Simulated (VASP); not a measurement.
# Ta2Si (I4/mcm) in VASP: a series of runs, part 3 of 3

VASP 6.6.1. The steps go on from the part before.

## (5) Single point, PBEsol (strain +0.080 along x and y, +0.080 along z)

INCAR reads:

```
  ALGO = Fast
  EDIFF = 1E-7
  ENCUT = 520
  GGA = PS
  ISIF = 2
  ISMEAR = 0
  LASPH = True
  LCHARG = False
  LREAL = False
  LWAVE = False
  NBANDS = 35
  NELM = 80
  PREC = Accurate
  SIGMA = 0.15
```

KPOINTS reads:

```
k-points
0
Gamma
  12 12 12
```

POSCAR reads:

```
Ta2Si
1.0
   -3.3138468571      3.3138468571      2.7214913103
    3.3138468571     -3.3138468571      2.7214913103
    3.3138468571      3.3138468571     -2.7214913103
Ta Si
4 2
Direct
    0.6630661939      0.8369338061      0.5000000000
    0.8369338061      0.3369338061      0.1738676123
    0.3369338061      0.1630661939      0.5000000000
    0.1630661939      0.6630661939      0.8261323878
    0.2500000000      0.2500000000      0.0000000000
    0.7500000000      0.7500000000      0.0000000000
```

Potentials or basis: VASP PAW PBE potentials, release 64 (Ta_pv, Si).

Run with:

```
cat potpaw_PBE.64/Ta_pv/POTCAR potpaw_PBE.64/Si/POTCAR > POTCAR
mpirun -np 1 vasp_std > vasp.out
```

OUTCAR:

```text
EDIFF = 1E-7
   ENCUT = 520
   GGA = PS
   ISIF = 2
   ISMEAR = 0
   LASPH = True
   LREAL = False
   NELM = 80
   PREC = Accurate

 ion  position               nearest neighbor table
   1  0.663  0.837  0.500-   5 2.83   6 2.83   6 2.83   5 2.83   3 3.06   3 3.17   3 3.17   2 3.48
                             4 3.48   4 3.48   2 3.48   2 3.51   4 3.51   4 3.51   2 3.51
   2  0.837  0.337  0.174-   6 2.83   5 2.83   5 2.83   6 2.83   4 3.06   4 3.17   4 3.17   1 3.48
                             3 3.48   3 3.48   1 3.48   1 3.51   3 3.51   3 3.51   1 3.51
   3  0.337  0.163  0.500-   6 2.83   5 2.83   5 2.83   6 2.83   1 3.06   1 3.17   1 3.17   2 3.48
                             4 3.48   4 3.48   2 3.48   2 3.51   4 3.51   4 3.51   2 3.51
   4  0.163  0.663  0.826-   6 2.83   5 2.83   5 2.83   6 2.83   2 3.06   2 3.17   2 3.17   3 3.48
                             1 3.48   1 3.48   3 3.48   3 3.51   1 3.51   1 3.51   3 3.51
   5  0.250  0.250  0.000-   6 2.72   6 2.72   4 2.83   1 2.83   3 2.83   4 2.83   1 2.83   3 2.83
                             2 2.83   2 2.83
   6  0.750  0.750  0.000-   5 2.72   5 2.72   4 2.83   3 2.83   1 2.83   3 2.83   4 2.83   1 2.83
                             2 2.83   2 2.83

  LATTYP: Found a body centered tetragonal cell.
 ALAT       =     6.6276937142
 C/A-ratio  =     0.8212483641

  Lattice vectors:

 A1 = (  -3.3138468571,   3.3138468571,   2.7214913103)
 A2 = (   3.3138468571,  -3.3138468571,   2.7214913103)
 A3 = (   3.3138468571,   3.3138468571,  -2.7214913103)

Analysis of symmetry for initial positions (statically):
=====================================================================
 Subroutine PRICEL returns:
 Original cell was already a primitive cell.

 Routine SETGRP: Setting up the symmetry group for a
 body centered tetragonal supercell.

 Subroutine GETGRP returns: Found 16 space group operations
 (whereof  8 operations were pure point group operations)
 out of a pool of 16 trial point group operations.

The static configuration has the point symmetry C_4h.
 The point group associated with its full space group is D_4h.

Analysis of symmetry for dynamics (positions and initial velocities):
=====================================================================
 Subroutine PRICEL returns:
 Original cell was already a primitive cell.

 Routine SETGRP: Setting up the symmetry group for a
 body centered tetragonal supercell.

 Subroutine GETGRP returns: Found 16 space group operations
 (whereof  8 operations were pure point group operations)
 out of a pool of 16 trial point group operations.

The dynamic configuration has the point symmetry C_4h.
 The point group associated with its full space group is D_4h.

 Subroutine INISYM returns: Found 16 space group operations
 (whereof  8 operations are pure point group operations),
 and found     1 'primitive' translations

----------------------------------------------------------------------------------------

                                     Primitive cell

  volume of cell :     119.5451

  direct lattice vectors                    reciprocal lattice vectors
    -3.313846857  3.313846857  2.721491310     0.000000000  0.150882048  0.183722799
     3.313846857 -3.313846857  2.721491310     0.150882048  0.000000000  0.183722799
[... 54 lines left out ...]
  0.333333 -0.000000  0.000000      8.000000
  0.416667 -0.000000  0.000000      8.000000
[... 16 lines left out ...]
  0.500000  0.166667  0.000000     16.000000
 -0.416667  0.166667 -0.000000     16.000000
 [... further k-points ...]
   k-points           NKPTS =    163   k-points in BZ     NKDIM =    163   number of bands    NBANDS=     35
   number of dos      NEDOS =    301   number of ions     NIONS =      6
   total plane-waves  NPLWV =  64000
   dimension x,y,z NGX =    40 NGY =   40 NGZ =   40
   dimension x,y,z NGXF=    80 NGYF=   80 NGZF=   80
   ions per type =               4   2
   NGX,Y,Z   is equivalent  to a cutoff of  12.27, 12.27, 12.27 a.u.
   NGXF,Y,Z  is equivalent  to a cutoff of  24.54, 24.54, 24.54 a.u.
 SYSTEM =  unknown system
   PREC   = accura    normal or accurate (medium, high low for compatibility)
   ISTART =      0    job   : 0-new  1-cont  2-samecut
   ICHARG =      2    charge: 1-file 2-atom 10-const
   ISPIN  =      1    spin polarized calculation?
   LNONCOLLINEAR =      F non collinear calculations
   LSORBIT =      F    spin-orbit coupling
   LASPH  =      T    aspherical Exc in radial PAW
   ENCUT  =  520.0 eV  38.22 Ry    6.18 a.u.  10.08 10.08 10.08*2*pi/ulx,y,z
   NELM   =     80;   NELMIN=  2; NELMDL= -5     # of ELM steps
   EDIFF  = 0.1E-06   stopping-criterion for ELM
   LREAL  =      F    real-space projection
   EDIFFG = 0.1E-05   stopping-criterion for IOM
   NSW    =      0    number of steps for IOM
   IBRION =     -1    ionic relax: 0-MD 1-quasi-New 2-CG
   NFREE  =      0    steps in history (QN), initial steepest desc. (CG)
   ISIF   =      2    stress and relaxation
   ISYM   =      2    0-nonsym 1-usesym 2-fastsym
   POTIM  = 0.5000    time-step for ionic-motion
   TEBEG  =    0.0;   TEEND  =   0.0 temperature during run
   PSTRESS=    0.0 pullay stress
   NELECT =      52.0000    total number of electrons
   NUPDOWN=      -1.0000    fix difference up-down
   EMIN   =  10.00;   EMAX   =-10.00  energy-range for DOS
   EFERMI =   0.00;   METHOD = LEGACY
   ISMEAR =     0;   SIGMA  =   0.15  broadening in eV -4-tet -1-fermi 0-gaus
   EFERMI_NEDOS =   21; number of points for ismear=-14 and -15
   IALGO  =     68    algorithm
   IMIX   =      4    mixing-type and parameters
     AMIX     =   0.40;   BMIX     =  1.00
     AMIX_MAG =   1.60;   BMIX_MAG =  1.00
  volume/ion in A,a.u.               =      19.92       134.46
  Fermi-wavevector in a.u.,A,eV,Ry     =   1.240410  2.344035 20.934163  1.538618
  Thomas-Fermi vector in A             =   2.374852
   LORBIT       =      0    0 simple, 1 ext, 2 COOP (PROOUT), +10 PAW based schemes
   GGA     = PS    functional components
   LHFCALC =     F    Hartree Fock is set to
   AEXX    =    0.0000 exact exchange contribution
   IVDW    =     0    specifies the selected vdW correction
   LEPSILON=     F    determine dielectric tensor
   LRPA    =     F    only Hartree local field effects (RPA)
 non-spin polarized calculation
 RMM-DIIS sequential band-by-band and
 Gauss-broadening in eV      SIGMA  =   0.15
  energy-cutoff  :      520.00
  volume of cell :      119.55
 maximum number of plane-waves:      3250
   NGX = 21   NGY = 21   NGZ = 21

 number of electron      52.0000011 magnetization

 Free energy of the ion-electron system (eV)
  ---------------------------------------------------
  ext. energy  EPLUGINS =         0.00000000
  ---------------------------------------------------
  free energy    TOTEN  =       -62.28977585 eV

  energy without entropy =      -62.23977330  energy(sigma->0) =      -62.26477457

 E-fermi :   5.5144     XC(G=0): -11.5007

 val. band max:        5.5128428684   @ k =   0.5000   0.3333   0.0833
 cond. band min:       5.5162208473   @ k =  -0.3333  -0.4167   0.2500
 fundamental gap:      0.0033779789
 Fermi energy:         5.5144006899

 k-point     1 :       0.0000    0.0000    0.0000
  band No.  band energies     occupation
      1     -29.4701      2.00000
      2     -29.4701      2.00000
      3     -29.4325      2.00000
      4     -29.3939      2.00000
      5     -29.3939      2.00000
      6     -29.3882      2.00000
[... 901 lines left out ...]
     34       8.2088      0.00000
     35       8.3890      0.00000

 [... further k-points ...]

------------------------ aborting loop because EDIFF is reached ----------------------------------------

  FORCE on cell =-STRESS in cart. coord.  units (eV):
  Direction    XX          YY          ZZ          XY          YZ          ZX
  --------------------------------------------------------------------------------------
  -------------------------------------------------------------------------------------
  Total      -24.5955816    -24.5955816    -23.5230590      0.0000000      0.0000000      0.0000000
  in kB     -329.6369340   -329.6369340   -315.2626833      0.0000000      0.0000000      0.0000000
  external PRESSURE =    -324.8455171 kB  Pullay stress =       0.0000000 kB

 VOLUME and BASIS-vectors are now :
 -----------------------------------------------------------------------------
  energy-cutoff  :      520.00
  volume of cell :      119.55
      direct lattice vectors                 reciprocal lattice vectors
    -3.313846857  3.313846857  2.721491310     0.000000000  0.150882048  0.183722799
     3.313846857 -3.313846857  2.721491310     0.150882048  0.000000000  0.183722799
     3.313846857  3.313846857 -2.721491310     0.150882048  0.150882048  0.000000000

 POSITION                                       TOTAL-FORCE (eV/Angst)
 -----------------------------------------------------------------------------------
      2.23309      1.08075      2.72149        -0.170760      0.170760     -0.000000
     -1.08075      2.23309      2.72149        -0.170760     -0.170760      0.000000
      1.08075      2.23309      0.00000         0.170760     -0.170760     -0.000000
      4.39460      1.08075      0.00000         0.170760      0.170760     -0.000000
      0.00000      0.00000      1.36075         0.000000      0.000000     -0.000000
      0.00000      0.00000      4.08224         0.000000     -0.000000     -0.000000
 -----------------------------------------------------------------------------------
    total drift:                               -0.000000     -0.000000      0.000000

  FREE ENERGIE OF THE ION-ELECTRON SYSTEM (eV)
  ---------------------------------------------------
  free  energy   TOTEN  =       -62.2897758492 eV

  energy  without entropy=      -62.2397732999  energy(sigma->0) =      -62.26477457
```

OSZICAR:

```text
N       E                     dE             d eps       ncg     rms          rms(c)
DAV:   1     0.424313552737E+03    0.42431E+03   -0.27414E+04 11434   0.144E+03
DAV:   2    -0.469998560397E+02   -0.47131E+03   -0.45994E+03 12615   0.402E+02
DAV:   3    -0.661494801490E+02   -0.19150E+02   -0.18620E+02 15181   0.702E+01
DAV:   4    -0.666166140394E+02   -0.46713E+00   -0.46191E+00 14516   0.981E+00
DAV:   5    -0.666279891008E+02   -0.11375E-01   -0.11350E-01 15064   0.143E+00    0.213E+01
RMM:   6    -0.626033985844E+02    0.40246E+01   -0.88473E+00 12290   0.126E+01    0.877E+00
RMM:   7    -0.623136477684E+02    0.28975E+00   -0.64596E+00 13513   0.904E+00    0.154E+00
RMM:   8    -0.622783981738E+02    0.35250E-01   -0.54496E-01 14226   0.294E+00    0.120E+00
RMM:   9    -0.622882051568E+02   -0.98070E-02   -0.18769E-01 15289   0.141E+00    0.477E-01
RMM:  10    -0.622908457115E+02   -0.26406E-02   -0.57555E-02 15355   0.657E-01    0.304E-01
RMM:  11    -0.622897736031E+02    0.10721E-02   -0.95211E-03 14711   0.426E-01    0.143E-01
RMM:  12    -0.622897304480E+02    0.43155E-04   -0.32870E-03 15085   0.207E-01    0.667E-02
RMM:  13    -0.622897591344E+02   -0.28686E-04   -0.82114E-04 16025   0.117E-01    0.297E-02
RMM:  14    -0.622897754663E+02   -0.16332E-04   -0.19312E-04 15296   0.577E-02    0.216E-02
RMM:  15    -0.622897738508E+02    0.16155E-05   -0.68445E-05 15760   0.359E-02    0.662E-03
RMM:  16    -0.622897756017E+02   -0.17509E-05   -0.18303E-05 17230   0.157E-02    0.305E-03
RMM:  17    -0.622897757892E+02   -0.18746E-06   -0.21449E-06 15897   0.630E-03    0.178E-03
RMM:  18    -0.622897758492E+02   -0.60048E-07   -0.53947E-07 11387   0.338E-03
   1 F= -.62289776E+02 E0= -.62264775E+02  d E =-.500025E-01
```

stdout:

```text
POSCAR found type information on POSCAR TaSi
 POSCAR found :  2 types and       6 ions
 scaLAPACK will be used
 -----------------------------------------------------------------------------
|                                                                             |
|                                                                             |
|     You enforced a specific xc type in the INCAR file but a different       |
|     I HOPE YOU KNOW WHAT YOU ARE DOING!                                     |
|                                                                             |
 -----------------------------------------------------------------------------

 LDA part: xc-table for (Slater+PW92), standard interpolation
 POSCAR, INCAR and KPOINTS ok, starting setup
 FFT: planning ... GRIDC
 FFT: planning ... GRID_SOFT
 FFT: planning ... GRID
 WAVECAR not read
 entering main loop
```

It took 6.3 min on 1 thread of Intel Xeon 6975P-C (Granite Rapids), shared host; peak memory 0.62 GiB.

What came out:

```yaml
Free_energy: -62.2898 eV
Pressure: -32.5 GPa
Largest_force: 0.241 eV/Å
Band_gap_on_the_k_mesh: zero (bands 26 and 27 overlap by 0.67 eV)
```

Forces in eV/Å, atoms in the order of the input:
```
Ta  -0.171  0.171  0.000
Ta  -0.171 -0.171  0.000
Ta   0.171 -0.171  0.000
Ta   0.171  0.171  0.000
Si   0.000  0.000  0.000
Si   0.000  0.000  0.000
```

Caveat: the cell differs from its parent crystal (strain +0.080 along x and y, +0.080 along z); the cell stands under tension; the PAW data sets were made with another functional, which shifts forces and pressure a little; spin-orbit coupling is left out, which moves the levels of the heavy elements.

## (6) Overview

```tsv
cell	further INCAR settings	gap on the mesh (eV)	pressure (GPa)	largest force (eV/Å)
a = 5.321 Å, angles 103.0, 103.0, 123.5°, 6 atoms	ALGO = Fast; EDIFF = 1e-07; NBANDS = 35	none	-25.1	0.25
a = 5.270 Å, angles 105.5, 105.5, 117.8°, 6 atoms	ALGO = Fast; EDIFF = 1e-06; NBANDS = 35	none	-25.3	0.17
a = 5.369 Å, angles 103.8, 103.8, 121.6°, 6 atoms	ALGO = Fast; EDIFF = 1e-06; NBANDS = 35	none	-29.5	0.27
a = 5.419 Å, angles 104.6, 104.6, 119.7°, 6 atoms	ALGO = Fast; EDIFF = 1e-07; NBANDS = 35	none	-32.5	0.24
```

Alike in all rows: task single point; level PBEsol; potentials or basis VASP PAW PBE potentials, release 64 (Ta_pv, Si); no spin polarisation; k mesh 12 × 12 × 12; cutoff (eV) 520; smearing gaussian 0.15 eV.

Caveats: the cell stands under tension; the PAW data sets were made with another functional, which shifts forces and pressure a little; spin-orbit coupling is left out, which moves the levels of the heavy elements.

Total energies depend on the potentials used, so only differences within one code and one set of settings carry meaning.
